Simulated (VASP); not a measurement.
# CdS (Hawleyite) (F-43m) in VASP: a series of runs

CdS (Hawleyite) is run at these levels: PBEsol; tasks: single point.

Everything below comes from runs of VASP 6.6.1. Logs are shortened: lines on timing, memory, paths and dates and some standing lists are left out, and cuts for length are marked.

## (1) The cell of the first run

Symmetry: F-43m, No. 216, cubic system. Conventional cell: a = 5.825 Å, b = 5.825 Å, c = 5.825 Å, α = 90.00°, β = 90.00°, γ = 90.00°. Cd (site symmetry -43m) has 4 S at 2.52 Å within 3.3 Å. Within 3.3 Å of S (site symmetry -43m) lie 4 Cd at 2.52 Å.

## (2) Single point, PBEsol

The input, INCAR:

```
SYSTEM = CdS
PREC     = Accurate       ! precision mode
ENCUT    = 520            ! plane-wave cutoff, eV
EDIFF    = 1E-6           ! SCF threshold, eV
ISMEAR   = 0              ! smearing method
SIGMA    = 0.01           ! smearing width, eV
LREAL    = .False.        ! projectors in reciprocal space
LASPH    = .True.         ! aspherical terms in the spheres
NELM     = 80             ! most SCF steps
ALGO     = Normal         ! electronic algorithm
ISIF     = 2              ! what is computed and relaxed
LWAVE    = .False.        ! write WAVECAR
LCHARG   = .False.        ! write CHGCAR
GGA      = PS             ! functional
NBANDS   = 16             ! bands
```

The input, KPOINTS:

```
Automatic mesh
0
Gamma
  6 6 6
  0 0 0
```

The input, POSCAR:

```
CdS
1.0
    0.0000000000      2.9122833951      2.9122833951
    2.9122833951      0.0000000000      2.9122833951
    2.9122833951      2.9122833951      0.0000000000
Cd S
1 1
Direct
    0.0000000000      0.0000000000      0.0000000000
    0.7500000000      0.7500000000      0.7500000000
```

Potentials or basis: VASP PAW PBE potentials, release 64 (Cd, S).

Launch:

```
> cat potpaw_PBE.64/Cd/POTCAR potpaw_PBE.64/S/POTCAR > POTCAR
> mpirun -np 1 vasp_std > vasp.out
```

OUTCAR:

```text
SYSTEM = CdS
   PREC = Accurate
   ENCUT = 520
   EDIFF = 1E-6
   ISMEAR = 0
   LREAL = .False.
   LASPH = .True.
   NELM = 80
   ISIF = 2
   GGA = PS

 ion  position               nearest neighbor table
   1  0.000  0.000  0.000-   2 2.52   2 2.52   2 2.52   2 2.52
   2  0.750  0.750  0.750-   1 2.52   1 2.52   1 2.52   1 2.52

  LATTYP: Found a face centered cubic cell.
 ALAT       =     5.8245667902

  Lattice vectors:

 A1 = (   0.0000000000,   2.9122833951,   2.9122833951)
 A2 = (   2.9122833951,   0.0000000000,   2.9122833951)
 A3 = (   2.9122833951,   2.9122833951,   0.0000000000)

Analysis of symmetry for initial positions (statically):
=====================================================================
 Subroutine PRICEL returns:
 Original cell was already a primitive cell.

 Routine SETGRP: Setting up the symmetry group for a
 face centered cubic supercell.

 Subroutine GETGRP returns: Found 24 space group operations
 (whereof 24 operations were pure point group operations)
 out of a pool of 48 trial point group operations.

The static configuration has the point symmetry T_d .

Analysis of symmetry for dynamics (positions and initial velocities):
=====================================================================
 Subroutine PRICEL returns:
 Original cell was already a primitive cell.

 Routine SETGRP: Setting up the symmetry group for a
 face centered cubic supercell.

 Subroutine GETGRP returns: Found 24 space group operations
 (whereof 24 operations were pure point group operations)
 out of a pool of 48 trial point group operations.

The dynamic configuration has the point symmetry T_d .

 Subroutine INISYM returns: Found 24 space group operations
 (whereof 24 operations are pure point group operations),
 and found     1 'primitive' translations

----------------------------------------------------------------------------------------

                                     Primitive cell

  volume of cell :      49.4004

  direct lattice vectors                    reciprocal lattice vectors
     0.000000000  2.912283395  2.912283395    -0.171686588  0.171686588  0.171686588
     2.912283395  0.000000000  2.912283395     0.171686588 -0.171686588  0.171686588
     2.912283395  2.912283395  0.000000000     0.171686588  0.171686588 -0.171686588

  length of vectors
[... 71 lines left out ...]
   ENCUT  =  520.0 eV  38.22 Ry    6.18 a.u.   7.66  7.66  7.66*2*pi/ulx,y,z
   NELM   =     80;   NELMIN=  2; NELMDL= -5     # of ELM steps
   EDIFF  = 0.1E-05   stopping-criterion for ELM
   LREAL  =      F    real-space projection
   EDIFFG = 0.1E-04   stopping-criterion for IOM
   NSW    =      0    number of steps for IOM
   IBRION =     -1    ionic relax: 0-MD 1-quasi-New 2-CG
   NFREE  =      0    steps in history (QN), initial steepest desc. (CG)
   ISIF   =      2    stress and relaxation
   ISYM   =      2    0-nonsym 1-usesym 2-fastsym
   POTIM  = 0.5000    time-step for ionic-motion
   TEBEG  =    0.0;   TEEND  =   0.0 temperature during run
   PSTRESS=    0.0 pullay stress
   NELECT =      18.0000    total number of electrons
   NUPDOWN=      -1.0000    fix difference up-down
   EMIN   =  10.00;   EMAX   =-10.00  energy-range for DOS
   EFERMI =   0.00;   METHOD = LEGACY
   ISMEAR =     0;   SIGMA  =   0.01  broadening in eV -4-tet -1-fermi 0-gaus
   EFERMI_NEDOS =   21; number of points for ismear=-14 and -15
   IALGO  =     38    algorithm
   IMIX   =      4    mixing-type and parameters
     AMIX     =   0.40;   BMIX     =  1.00
     AMIX_MAG =   1.60;   BMIX_MAG =  1.00
  volume/ion in A,a.u.               =      24.70       166.69
  Fermi-wavevector in a.u.,A,eV,Ry     =   1.169289  2.209637 18.602400  1.367238
  Thomas-Fermi vector in A             =   2.305764
   LORBIT       =      0    0 simple, 1 ext, 2 COOP (PROOUT), +10 PAW based schemes
   GGA     = PS    functional components
   LHFCALC =     F    Hartree Fock is set to
   AEXX    =    0.0000 exact exchange contribution
   IVDW    =     0    specifies the selected vdW correction
   LEPSILON=     F    determine dielectric tensor
   LRPA    =     F    only Hartree local field effects (RPA)
 non-spin polarized calculation
 Gauss-broadening in eV      SIGMA  =   0.01
  energy-cutoff  :      520.00
  volume of cell :       49.40
 maximum number of plane-waves:      1363
 NGX is ok and might be reduce to    32
   NGX = 15   NGY = 15   NGZ = 15

 number of electron      18.0000004 magnetization

 Free energy of the ion-electron system (eV)
  ---------------------------------------------------
  ext. energy  EPLUGINS =         0.00000000
  ---------------------------------------------------
  free energy    TOTEN  =        -6.81057679 eV

  energy without entropy =       -6.81057679  energy(sigma->0) =       -6.81057679

 E-fermi :   1.2981     XC(G=0):  -9.3977

 val. band max:        1.2520606062   @ k =   0.0000   0.0000   0.0000
 cond. band min:       2.2678690673   @ k =   0.0000   0.0000   0.0000
 fundamental gap:      1.0158084611
 Fermi energy:         1.2981107781

 k-point     1 :       0.0000    0.0000    0.0000
  band No.  band energies     occupation
      1     -11.1594      2.00000
      2      -6.4958      2.00000
      3      -6.4958      2.00000
      4      -6.4958      2.00000
      5      -6.0018      2.00000
      6      -6.0018      2.00000
[... 281 lines left out ...]
      3      -6.2161      2.00000
      4      -6.0837      2.00000
      5      -5.9591      2.00000
      6      -5.4039      2.00000
[... 8 lines left out ...]
     15      14.4434      0.00000
     16      14.4712      0.00000

------------------------ aborting loop because EDIFF is reached ----------------------------------------

  FORCE on cell =-STRESS in cart. coord.  units (eV):
  Direction    XX          YY          ZZ          XY          YZ          ZX
  --------------------------------------------------------------------------------------
  -------------------------------------------------------------------------------------
  Total        0.1210284      0.1210284      0.1210284      0.0000000      0.0000000      0.0000000
  in kB        3.9252475      3.9252475      3.9252475      0.0000000      0.0000000      0.0000000
  external PRESSURE =       3.9252475 kB  Pullay stress =       0.0000000 kB

 VOLUME and BASIS-vectors are now :
 -----------------------------------------------------------------------------
  energy-cutoff  :      520.00
  volume of cell :       49.40
      direct lattice vectors                 reciprocal lattice vectors
     0.000000000  2.912283395  2.912283395    -0.171686588  0.171686588  0.171686588
     2.912283395  0.000000000  2.912283395     0.171686588 -0.171686588  0.171686588
     2.912283395  2.912283395  0.000000000     0.171686588  0.171686588 -0.171686588

 POSITION                                       TOTAL-FORCE (eV/Angst)
 -----------------------------------------------------------------------------------
      0.00000      0.00000      0.00000         0.000000      0.000000      0.000000
      4.36843      4.36843      4.36843        -0.000000     -0.000000     -0.000000
 -----------------------------------------------------------------------------------
    total drift:                                0.000000      0.000000      0.000000

  FREE ENERGIE OF THE ION-ELECTRON SYSTEM (eV)
  ---------------------------------------------------
  free  energy   TOTEN  =        -6.8105767903 eV

  energy  without entropy=       -6.8105767903  energy(sigma->0) =       -6.81057679
```

OSZICAR:

```text
N       E                     dE             d eps       ncg     rms          rms(c)
DAV:   1     0.109221343489E+03    0.10922E+03   -0.89142E+03   520   0.102E+03
DAV:   2    -0.294411208344E+01   -0.11217E+03   -0.10602E+03   600   0.255E+02
DAV:   3    -0.728353316484E+01   -0.43394E+01   -0.43305E+01   648   0.519E+01
DAV:   4    -0.731084319363E+01   -0.27310E-01   -0.27305E-01   584   0.397E+00
DAV:   5    -0.731119411753E+01   -0.35092E-03   -0.35092E-03   696   0.431E-01    0.787E+00
DAV:   6    -0.683327329434E+01    0.47792E+00   -0.78866E-01   776   0.122E+01    0.632E+00
DAV:   7    -0.681308407644E+01    0.20189E-01   -0.16687E-01   616   0.289E+00    0.301E+00
DAV:   8    -0.681075238655E+01    0.23317E-02   -0.17318E-02   584   0.166E+00    0.257E-01
DAV:   9    -0.681050102311E+01    0.25136E-03   -0.21074E-03   632   0.698E-01    0.514E-02
DAV:  10    -0.681053729227E+01   -0.36269E-04   -0.20146E-04   632   0.167E-01    0.576E-02
DAV:  11    -0.681057945158E+01   -0.42159E-04   -0.68036E-05   632   0.750E-02    0.197E-02
DAV:  12    -0.681057621432E+01    0.32373E-05   -0.13803E-05   608   0.461E-02    0.822E-03
DAV:  13    -0.681057679031E+01   -0.57600E-06   -0.22825E-06   608   0.911E-03
   1 F= -.68105768E+01 E0= -.68105768E+01  d E =-.483427E-13
```

Run time: 5.8 s. Hardware: 1 thread of Intel Xeon 6975P-C (Granite Rapids), shared host; peak memory 0.17 GiB.

Results:

```
Free energy            : -6.8106 eV
Pressure               : 0.4 GPa
Band gap on the k mesh : 1.02 eV, direct
```

Caveat: the PAW data sets were made with another functional, which shifts forces and pressure a little. As with any semilocal functional, this PBEsol gap is likely too small.

## (3) Single point, PBEsol

The input, INCAR:

```
PREC = Accurate
ENCUT = 520
EDIFF = 1E-6
ISMEAR = 0
SIGMA = 0.01
LREAL = False
LASPH = True
NELM = 60
ALGO = Normal
ISIF = 2
LWAVE = False
LCHARG = False
GGA = PS
NBANDS = 16
```

The input, KPOINTS:

```
regular mesh
0
Gamma
  6 6 6
```

POSCAR is that of step 2.

Potentials or basis: VASP PAW PBE potentials, release 64 (Cd, S).

Launch:

```
> cat potpaw_PBE.64/Cd/POTCAR potpaw_PBE.64/S/POTCAR > POTCAR
> mpirun -np 1 vasp_std > vasp.out
```

Wall time 6 s (1 thread of Intel Xeon 6975P-C (Granite Rapids), shared host); peak memory 0.17 GiB.

Results (log left out):

- Free energy: -6.8106 eV
- Pressure: 0.4 GPa
- Band gap on the k mesh: 1.02 eV, direct

Levels at points of the mesh, in eV from the valence-band top:
```tsv
k point	band 7	band 8	band 9	band 10	band 11	band 12
(0.00, 0.00, 0.00)	0.00	0.00	0.00	1.02	6.44	6.44
(0.50, 0.00, 0.00)	-4.51	-0.77	-0.77	2.89	6.91	6.91
(0.50, 0.50, 0.00)	-4.04	-1.93	-1.93	3.38	4.25	9.10
```

Caveat: the PAW data sets were made with another functional, which shifts forces and pressure a little. As with any semilocal functional, this PBEsol gap is likely too small.

## (4) Single point, PBEsol, non-collinear spin, zero start, spin-orbit coupling

This run uses another cell than the first one, of 24.33 Å³/atom, 0.985 times its volume.

The input, INCAR:

```
ALGO     = Normal         # electronic algorithm
EDIFF    = 1E-7           # SCF threshold, eV
ENCUT    = 520            # plane-wave cutoff, eV
GGA      = PS             # functional
GGA_COMPAT= F            
ISIF     = 2              # what is computed and relaxed
ISMEAR   = 0              # smearing method
LASPH    = T              # aspherical terms in the spheres
LCHARG   = T              # write CHGCAR
LORBIT   = 11             # projections on sites
LORBMOM  = T            
LREAL    = F              # projectors in reciprocal space
LSORBIT  = T              # spin-orbit coupling
LVHAR    = T            
LWAVE    = F              # write WAVECAR
MAGMOM   = 0 0 0 0 0 0    # initial moments
NBANDS   = 30             # bands
NELM     = 150            # most SCF steps
PREC     = Accurate       # precision mode
SIGMA    = 0.01           # smearing width, eV
```

The input, KPOINTS:

```
k-points
0
Gamma
  6 6 6
```

The input, POSCAR:

```
CdS
1.0
    0.0000000000      2.8977219781      2.8977219781
    2.8977219781      0.0000000000      2.8977219781
    2.8977219781      2.8977219781      0.0000000000
Cd S
1 1
Direct
    0.0000000000      0.0000000000      0.0000000000
    0.7500000000      0.7500000000      0.7500000000
```

Potentials or basis: VASP PAW PBE potentials, release 64 (Cd, S).

Launch:

```
> cat potpaw_PBE.64/Cd/POTCAR potpaw_PBE.64/S/POTCAR > POTCAR
> mpirun -np 1 vasp_ncl > vasp.out
```

OUTCAR:

```text
EDIFF = 1E-7
   ENCUT = 520
   GGA = PS
   ISIF = 2
   ISMEAR = 0
   LASPH = T
   LORBIT = 11
   LREAL = F
   LSORBIT = T
   NELM = 150
   PREC = Accurate

 ion  position               nearest neighbor table
   1  0.000  0.000  0.000-   2 2.51   2 2.51   2 2.51   2 2.51
   2  0.750  0.750  0.750-   1 2.51   1 2.51   1 2.51   1 2.51

  LATTYP: Found a face centered cubic cell.
 ALAT       =     5.7954439562

  Lattice vectors:

 A1 = (   0.0000000000,   2.8977219781,   2.8977219781)
 A2 = (   2.8977219781,   0.0000000000,   2.8977219781)
 A3 = (   2.8977219781,   2.8977219781,   0.0000000000)

Analysis of symmetry for initial positions (statically):
=====================================================================
 Subroutine PRICEL returns:
 Original cell was already a primitive cell.

 Routine SETGRP: Setting up the symmetry group for a
 face centered cubic supercell.

 Subroutine GETGRP returns: Found 24 space group operations
 (whereof 24 operations were pure point group operations)
[... 985 lines left out ...]
     0.0000000     0.0000000     0.0000000     0.0000000     0.0000000     0.0000000     0.0000000
     0.0000000     0.0000000     0.0000000     0.0000000     0.0000000     0.0000000     0.0000000
     0.0000000     0.0000000     0.0000000     0.0000000     0.0000000     0.0000000     0.0000000
     0.0000000     0.0000000     0.0000000     0.0000000     0.0000000     0.0000000     0.0000000
     0.0000000     0.0000000     0.0000000     0.0000000     0.0000000     0.0000000     0.0000000
     0.0000000     0.0000000     0.0000000     0.0000000     0.0000000     0.0000000     0.0000000

 Ion:    2  E_soc:     -0.0021233
 l=   1
     0.0000000    -0.0003539    -0.0003539
    -0.0003539     0.0000000    -0.0003539
    -0.0003539    -0.0003539     0.0000000
 l=   2
     0.0000000     0.0000000     0.0000000     0.0000000     0.0000000
     0.0000000     0.0000000     0.0000000     0.0000000     0.0000000
     0.0000000     0.0000000     0.0000000     0.0000000     0.0000000
     0.0000000     0.0000000     0.0000000     0.0000000     0.0000000
     0.0000000     0.0000000     0.0000000     0.0000000     0.0000000
 l=   3
     0.0000000     0.0000000     0.0000000     0.0000000     0.0000000     0.0000000     0.0000000
     0.0000000     0.0000000     0.0000000     0.0000000     0.0000000     0.0000000     0.0000000
     0.0000000     0.0000000     0.0000000     0.0000000     0.0000000     0.0000000     0.0000000
     0.0000000     0.0000000     0.0000000     0.0000000     0.0000000     0.0000000     0.0000000
     0.0000000     0.0000000     0.0000000     0.0000000     0.0000000     0.0000000     0.0000000
     0.0000000     0.0000000     0.0000000     0.0000000     0.0000000     0.0000000     0.0000000
     0.0000000     0.0000000     0.0000000     0.0000000     0.0000000     0.0000000     0.0000000

 total charge

# of ion       s       p       d       tot
------------------------------------------
    1        0.435   0.345   9.560  10.340
    2        1.317   2.384   0.000   3.701
--------------------------------------------------
tot          1.752   2.729   9.560  14.041

 magnetization (x)

# of ion       s       p       d       tot
------------------------------------------
    1       -0.000   0.000   0.000   0.000
    2       -0.000   0.000   0.000  -0.000
--------------------------------------------------
tot         -0.000   0.000   0.000   0.000

 magnetization (y)

# of ion       s       p       d       tot
------------------------------------------
    1       -0.000  -0.000  -0.000  -0.000
    2        0.000   0.000   0.000   0.000
--------------------------------------------------
tot          0.000  -0.000  -0.000  -0.000

 magnetization (z)

# of ion       s       p       d       tot
------------------------------------------
    1        0.000   0.000  -0.000   0.000
    2        0.000  -0.000   0.000  -0.000
--------------------------------------------------
tot          0.000   0.000  -0.000   0.000
```

OSZICAR:

```text
N       E                     dE             d eps       ncg     rms          rms(c)
DAV:   1     0.127233048722E+03    0.12723E+03   -0.88050E+03  1328   0.111E+03
DAV:   2    -0.432156354256E+00   -0.12767E+03   -0.12107E+03  1470   0.291E+02
DAV:   3    -0.727325185442E+01   -0.68411E+01   -0.67945E+01  1564   0.687E+01
DAV:   4    -0.733504211679E+01   -0.61790E-01   -0.61768E-01  1460   0.641E+00
DAV:   5    -0.733589895316E+01   -0.85684E-03   -0.85681E-03  1620   0.735E-01    0.829E+00
DAV:   6    -0.685386156623E+01    0.48204E+00   -0.68900E-01  1750   0.133E+01    0.648E+00
DAV:   7    -0.683961194550E+01    0.14250E-01   -0.26016E-01  1524   0.370E+00    0.316E+00
DAV:   8    -0.683737109427E+01    0.22409E-02   -0.30279E-02  1464   0.235E+00    0.412E-01
DAV:   9    -0.683626810077E+01    0.11030E-02   -0.36856E-03  1512   0.106E+00    0.214E-01
DAV:  10    -0.683637884325E+01   -0.11074E-03   -0.62221E-04  1512   0.195E-01    0.660E-02
DAV:  11    -0.683640457422E+01   -0.25731E-04   -0.21519E-04  1586   0.213E-01    0.420E-02
DAV:  12    -0.683641175671E+01   -0.71825E-05   -0.44858E-05  1452   0.769E-02    0.114E-02
DAV:  13    -0.683641193369E+01   -0.17698E-06   -0.33820E-06  1530   0.135E-02    0.748E-03
DAV:  14    -0.683641217952E+01   -0.24583E-06   -0.16040E-07  1310   0.299E-03    0.616E-03
DAV:  15    -0.683641216796E+01    0.11564E-07   -0.17730E-07  1308   0.523E-03
   1 F= -.68364122E+01 E0= -.68364122E+01  d E =-.477907E-40  mag=    -0.0000     0.0000     0.0000
```

stdout:

```text
POSCAR found type information on POSCAR CdS
 POSCAR found :  2 types and       2 ions
 scaLAPACK will be used
 -----------------------------------------------------------------------------
|                                                                             |
|                                                                             |
|     You enforced a specific xc type in the INCAR file but a different       |
|     I HOPE YOU KNOW WHAT YOU ARE DOING!                                     |
|                                                                             |
 -----------------------------------------------------------------------------

 LDA part: xc-table for (Slater+PW92), standard interpolation
 POSCAR, INCAR and KPOINTS ok, starting setup
 FFT: planning ... GRIDC
 FFT: planning ... GRID_SOFT
 FFT: planning ... GRID
 WAVECAR not read
 entering main loop
```

Run time: 42 s. Hardware: 1 thread of Intel Xeon 6975P-C (Granite Rapids), shared host; peak memory 0.29 GiB.

What came out:

```
Free energy                                           : -6.8364 eV
Pressure                                              : 1.3 GPa
Net moment                                            : 0.00 μB per cell
Valence electrons inside the program's atomic spheres : Cd 10.34; S 3.70
```

Moments on the atoms (μB; x, y, z):
```
Cd  0.00 0.00 0.00
S   0.00 0.00 0.00
```

Caveat: the PAW data sets were made with another functional, which shifts forces and pressure a little.

[end of part 1 of 2]
